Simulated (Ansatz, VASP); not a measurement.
# Pt: VASP beside Ansatz

Contents of INCAR:

```
SYSTEM = Pt
  PREC = Accurate
  ENCUT = 520
  EDIFF = 1E-7
  ISMEAR = 0
  SIGMA = 0.15
  LREAL = .FALSE.
  LASPH = .TRUE.
  NELM = 80
  ALGO = Fast
  ISIF = 2
  LWAVE = .FALSE.
  LCHARG = .TRUE.
  GGA = PE
  LELF = .TRUE.
  LVHAR = .TRUE.
  NBANDS = 11
```

KPOINTS

```
Automatic mesh
0
G
  22 22 22
  0 0 0
```

Contents of POSCAR:

```
Pt
1.0
   -1.7109576000      1.7109576000      1.5842200000
    1.7109576000     -1.7109576000      1.5842200000
    1.7109576000      1.7109576000     -1.5842200000
Pt
1
Direct
    0.0000000000      0.0000000000      0.0000000000
```

Input for Ansatz:

```yaml
crystal:
  lattice:
    - [-1.7109576, 1.7109576, 1.58422]
    - [1.7109576, -1.7109576, 1.58422]
    - [1.7109576, 1.7109576, -1.58422]
  atoms:
    - { symbol: Pt, position: [0.0, 0.0, 0.0] }
basis:
  ecutwfc: 420
kpoints:
  mp_grid: { grid: [22, 22, 22] }
hamiltonian:
  xc: pbe
scf:
  occupations: { method: gaussian, width: 0.15 }
output:
  forces: true
  stress: true
  eigenvalues: true
```

Change from the starting cell: strain +0.080 along x and y, +0.000 along z, atoms carried along.

Alike in both runs: task single point; functional PBE; k mesh 22 × 22 × 22; occupations gaussian, width 0.15 eV; no spin polarisation.

```csv
,VASP,Ansatz
version,VASP 6.6.1,Ansatz 0.2.0
potentials or method,"VASP PAW PBE potentials, release 64 (Pt), cutoff 520 eV","scalar-relativistic, plane waves, PAW"
valence electrons in the cell,10,18
```

```csv
,VASP,Ansatz,Ansatz less VASP
gap on the k mesh at the Fermi level (eV),none,none,-
pressure (GPa),-24.8,-24.6,+0.23
"traceless stress, the component that is largest in VASP (GPa)",-3.10,-3.15,-0.047
```

A gap of «none» marks a metal or a gap that the smearing closes. VASP's potentials hold 10 valence electrons a cell and Ansatz's 18, so a difference there can come from the potentials and not from the codes.

Spin-orbit coupling is off throughout.
